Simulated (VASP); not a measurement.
Wanted: the native input for a VASP 6.6.1 run.

```
Task                               : single point
Functional                         : PBE-based screened hybrid with 5 % exact exchange
Potentials or basis                : VASP PAW PBE potentials, release 64 (Cl, Na_pv)
Cutoff                             : 520 eV
k mesh                             : 4 × 4 × 4
Occupations                        : fermi-dirac, width 0.05 eV
Spin                               : no spin polarisation
Dipole correction                  : no
Grid for exact exchange (PRECFOCK) : Normal
Share of exact exchange            : 0.05
Further INCAR settings             : ALGO = Normal; EDIFF = 1e-07; NBANDS = 14
Screening parameter                : 0.2 1/Å
```

NaCl:

```xyz
2
Lattice="0.0000 2.7941 2.7941 2.7941 0.0000 2.7941 2.7941 2.7941 0.0000" Properties=species:S:1:pos:R:3 pbc="T T T"
Cl    2.7941    2.7941    2.7941
Na    0.0000    0.0000    0.0000
```

The input as run:

POSCAR

```
NaCl
1.0
    0.0000000000      2.7940632177      2.7940632177
    2.7940632177      0.0000000000      2.7940632177
    2.7940632177      2.7940632177      0.0000000000
Cl Na
1 1
Direct
    0.5000000000      0.5000000000      0.5000000000
    0.0000000000      0.0000000000      0.0000000000
```

INCAR.step1

```
SYSTEM = NaCl
ALGO = Normal
EDIFF = 1E-5
ENCUT = 520
GGA = PE
ISIF = 2
ISMEAR = -1
LASPH = .TRUE.
LCHARG = .FALSE.
LREAL = .FALSE.
LWAVE = .TRUE.
NBANDS = 14
NELM = 80
PREC = Accurate
SIGMA = 0.05
```

INCAR.step2

```
SYSTEM = NaCl
AEXX = 0.05
ALGO = Normal
EDIFF = 1E-7
ENCUT = 520
GGA = PE
HFSCREEN = 0.2
ISIF = 2
ISMEAR = -1
ISTART = 1
LASPH = .TRUE.
LCHARG = .FALSE.
LHFCALC = .TRUE.
LREAL = .FALSE.
LWAVE = .FALSE.
NBANDS = 14
NELM = 80
PREC = Accurate
PRECFOCK = Normal
SIGMA = 0.05
```

KPOINTS

```
k-points
0
G
  4 4 4
  0 0 0
```

Potentials or basis: VASP PAW PBE potentials, release 64 (Cl, Na_pv).

Command:

```sh
$ cat potpaw_PBE.64/Cl/POTCAR potpaw_PBE.64/Na_pv/POTCAR > POTCAR
$ cp INCAR.step1 INCAR
$ mpirun -np 1 vasp_std > vasp.out
$ cp INCAR.step2 INCAR
$ mpirun -np 1 vasp_std > vasp.out
```

Results of the run:

The pressure is 1.4 GPa and the band gap on the k mesh is 5.49 eV.

Caveat: the k points lie up to 0.49 Å⁻¹ apart; the PAW data sets were made with another functional, which shifts forces and pressure a little.

Run time: 2 min on 1 thread of Intel(R) Xeon(R) Platinum 8375C CPU @ 2.90GHz (Ice Lake), with other jobs on the host, peak memory 0.26 GiB.
